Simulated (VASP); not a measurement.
Runs of VASP 6.6.1 on K. The structure is that of space group P4/mmm (No. 123), or close to it. The cells are those of the table. 

| cell | gap on the mesh (eV) | pressure (GPa) |
| --- | --- | --- |
| a = 3.873, b = 3.873, c = 4.771 Å, 1 atom | none | 0.5 |
| a = 4.771, b = 4.771, c = 3.143 Å, 1 atom | none | (a) |
| a = 4.211, b = 4.211, c = 3.794 Å, 1 atom | none | 0.7 |
| a = 4.450, b = 4.450, c = 3.613 Å, 1 atom | none | 0.5 |
| a = 3.612, b = 3.612, c = 5.482 Å, 1 atom | none | 1.3 |

Alike in all rows: task single point; level r2SCAN; potentials or basis VASP PAW PBE potentials, release 64 (K_sv); no spin polarisation; k mesh 12 × 12 × 12; cutoff (eV) 520; smearing gaussian 0.15 eV.

Q: Estimate the missing entries.

A: (a) 0.9.

Caveats: the PAW data sets were made with another functional, which shifts forces and pressure a little; the stress differs along the axes, from -1 to 5 GPa (at least some runs).

A gap of «none» marks levels without a gap at the run's occupations.
